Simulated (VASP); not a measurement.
Write the native input for VASP 6.6.1 that does the following.

```yaml
Task: single point
Functional: r2SCAN
Dispersion: rVV10
Potentials_or_basis: VASP PAW PBE potentials, release 64 (Cd, Se)
Cutoff: 520 eV
k_mesh: 8 × 8 × 8
Occupations: fermi-dirac, width 0.05 eV
Spin: no spin polarisation
Dipole_correction: no
Further_INCAR_settings: ALGO = Normal; EDIFF = 1e-07; NBANDS = 16
```

CdSe:

```xyz
2
Lattice="0.0000 3.1305 3.1305 3.1305 0.0000 3.1305 3.1305 3.1305 0.0000" Properties=species:S:1:pos:R:3 pbc="T T T"
Cd    0.0000    0.0000    0.0000
Se    1.5652    1.5652    1.5652
```

These files were run (other wordings do the same):

POSCAR

```
CdSe
1.0
    0.0000000000      3.1304878824      3.1304878824
    3.1304878824      0.0000000000      3.1304878824
    3.1304878824      3.1304878824      0.0000000000
Cd Se
1 1
Direct
    0.0000000000      0.0000000000      0.0000000000
    0.2500000000      0.2500000000      0.2500000000
```

INCAR.step1

```
PREC     = Accurate       # precision mode
ENCUT    = 520            # plane-wave cutoff, eV
ISMEAR   = -1             # smearing method
SIGMA    = 0.05           # smearing width, eV
LREAL    = False          # projectors in reciprocal space
LASPH    = True           # aspherical terms in the spheres
NELM     = 100            # most SCF steps
NBANDS   = 16             # bands
GGA      = PE             # functional
ALGO     = Normal         # electronic algorithm
EDIFF    = 1E-4           # SCF threshold, eV
LWAVE    = True           # write WAVECAR
LCHARG   = False          # write CHGCAR
```

INCAR.step2

```
PREC     = Accurate       # precision mode
ENCUT    = 520            # plane-wave cutoff, eV
EDIFF    = 1E-7           # SCF threshold, eV
ISMEAR   = -1             # smearing method
SIGMA    = 0.05           # smearing width, eV
LREAL    = False          # projectors in reciprocal space
LASPH    = True           # aspherical terms in the spheres
NELM     = 100            # most SCF steps
ALGO     = Normal         # electronic algorithm
ISIF     = 2              # what is computed and relaxed
LWAVE    = False          # write WAVECAR
LCHARG   = False          # write CHGCAR
METAGGA  = R2SCAN         # meta-GGA
LMIXTAU  = True         
LUSE_VDW = True         
IVDW_NL  = 2            
BPARAM   = 11.95        
CPARAM   = 0.0093       
NBANDS   = 16             # bands
ISTART   = 1
```

KPOINTS

```
regular mesh
0
Gamma
  8 8 8
```

Potentials or basis: VASP PAW PBE potentials, release 64 (Cd, Se).

Run with:

```console
$ cat potpaw_PBE.64/Cd/POTCAR potpaw_PBE.64/Se/POTCAR > POTCAR
$ cp INCAR.step1 INCAR
$ mpirun -np 1 vasp_std > vasp.out
$ cp INCAR.step2 INCAR
$ mpirun -np 1 vasp_std > vasp.out
```

Results of the run:

```yaml
Pressure: -3.2 GPa
Band_gap_on_the_k_mesh: 0.84 eV
```

Caveat: the cell stands under tension; the PAW data sets were made with another functional, which shifts forces and pressure a little.

Wall time 7.5 min on 1 thread of Intel Xeon 8259CL, with other jobs on the host, peak memory 0.41 GiB.
